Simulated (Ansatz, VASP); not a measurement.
# One calculation of Sc, two programs

Contents of INCAR:

```
PREC     = Accurate       # precision mode
ENCUT    = 520            # plane-wave cutoff, eV
EDIFF    = 1E-6           # SCF threshold, eV
ISMEAR   = 0              # smearing method
SIGMA    = 0.15           # smearing width, eV
LREAL    = False          # projectors in reciprocal space
LASPH    = True           # aspherical terms in the spheres
NELM     = 60             # most SCF steps
ALGO     = Fast           # electronic algorithm
ISIF     = 2              # what is computed and relaxed
LWAVE    = False          # write WAVECAR
LCHARG   = False          # write CHGCAR
GGA      = PS             # functional
NBANDS   = 18             # bands
```

File KPOINTS:

```
regular mesh
0
Gamma
  18 18 10
```

POSCAR

```
Sc
1.0
    3.3087978973      0.0000000000      0.0000000000
   -1.6543989486      2.8655030350      0.0000000000
    0.0000000000      0.0000000000      5.3601900000
Sc
2
Direct
    0.3333333333      0.6666666667      0.2500000000
    0.6666666667      0.3333333333      0.7500000000
```

Input for Ansatz:

```yaml
crystal:
  lattice:
    - [3.3087978973, 0.0, 0.0]
    - [-1.6543989486, 2.865503035, 0.0]
    - [0.0, 0.0, 5.36019]
  atoms:
    - { symbol: Sc, position: [0.3333333333, 0.6666666667, 0.25] }
    - { symbol: Sc, position: [0.6666666667, 0.3333333333, 0.75] }
basis:
  ecutwfc: 420
kpoints:
  mp_grid: { grid: [18, 18, 10] }
hamiltonian:
  xc: pbesol
scf:
  occupations: { method: gaussian, width: 0.15 }
output:
  forces: true
  stress: true
  eigenvalues: true
```

Change from the starting cell: strain +0.0175 x Voigt [0, 0, 1, 0, 0, 0], atoms carried along.

Alike in both runs: task single point; functional PBEsol; k mesh 18 × 18 × 10; occupations gaussian, width 0.15 eV; no spin polarisation.

```csv
,VASP,Ansatz
version,VASP 6.6.1,Ansatz 0.2.0
potentials or method,"VASP PAW PBE potentials, release 64 (Sc_sv), cutoff 520 eV","scalar-relativistic, plane waves, PAW"
valence electrons in the cell,22,22
```

```csv
,VASP,Ansatz,Ansatz less VASP
gap on the k mesh at the Fermi level (eV),none,none,-
pressure (GPa),-3.5,-3.5,-0.01
"traceless stress, the component that is largest in VASP (GPa)",-1.76,-1.75,+0.004
```

VASP's potentials were made for PBE, not for PBEsol. A gap of «none» marks a metal or a gap that the smearing closes.
